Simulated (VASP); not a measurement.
Input of a VASP 6.6.1 run:

INCAR

```
SYSTEM = Ga
  PREC = Accurate
  ENCUT = 520
  EDIFF = 1E-6
  ISMEAR = -1
  SIGMA = 0.08
  LREAL = .FALSE.
  LASPH = .TRUE.
  NELM = 80
  ALGO = Normal
  ISIF = 2
  LWAVE = .FALSE.
  LCHARG = .FALSE.
  GGA = CA
  NBANDS = 20
```

File KPOINTS:

```
Automatic mesh
0
G
  16 16 9
  0 0 0
```

File POSCAR:

```
Ga
1.0
    2.6564983703      0.0000000000      0.0000000000
   -1.3282491851      2.3005950738      0.0000000000
    0.0000000000      0.0000000000      4.3976754403
Ga
2
Direct
    0.3333333333      0.6666666667      0.2500000000
    0.6666666667      0.3333333333      0.7500000000
```

Potentials or basis: VASP PAW LDA potentials, release 64 (Ga_d).

Launch:

```bash
$ cat potpaw_LDA.64/Ga_d/POTCAR > POTCAR
$ mpirun -np 1 vasp_std > vasp.out
```

Predict the band gap on the k mesh.

zero (bands 13 and 14 overlap by 8.03 eV).

What does it give for the pressure?

29.1 GPa.

Caveat: the cell stands under pressure.
